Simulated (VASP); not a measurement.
CsC16, 17 atoms in the cell. The structure is hexagonal, space group P6/mmm (No. 191). The conventional cell has a = 4.945 Å, b = 4.945 Å, c = 9.329 Å, α = 90.00°, β = 90.00°, γ = 120.00°. Cs (site symmetry 6/mmm) has 24 C at 3.31 to 4.12 Å within 4.4 Å. C (site symmetry m) has 3 C at 1.43 Å within 1.9 Å. Within 1.9 Å of C (site symmetry 3m) lie 3 C at 1.43 Å. 

```yaml
Program: VASP 6.6.1
Task: single point
Functional: PBE
Dispersion: D3(BJ)
Potentials_or_basis: VASP PAW PBE potentials, release 64 (Cs_sv, C)
Cutoff: 520 eV
k_mesh: 6 × 6 × 2
Occupations: gaussian, width 0.1 eV
Spin: collinear spin
Starting_moments: "[0.0, 1.0, 1.0, 1.0, 1.0, 1.0, 1.0, 1.0, 1.0, 1.0, 1.0, 1.0, 1.0, 1.0, 1.0, 1.0, 1.0] μB"
Dipole_correction: no
Further_INCAR_settings: LREAL = Auto; ALGO = Normal; EDIFF = 1e-06; NBANDS = 54
```

Potentials or basis: VASP PAW PBE potentials, release 64 (Cs_sv, C).

The run is started by

```sh
$ cat potpaw_PBE.64/Cs_sv/POTCAR potpaw_PBE.64/C/POTCAR > POTCAR
$ mpirun -np 1 vasp_std > vasp.out
```

Hardware: 1 thread of Intel(R) Xeon(R) Platinum 8375C CPU @ 2.90GHz (Ice Lake) (shared host).

Problem. How long does it take, and how much memory?

Solution. Wall time 8.8 min on 1 thread of Intel(R) Xeon(R) Platinum 8375C CPU @ 2.90GHz (Ice Lake), on a shared host, peak memory 0.5 GiB. Counts: scf iterations 18, k points 14.
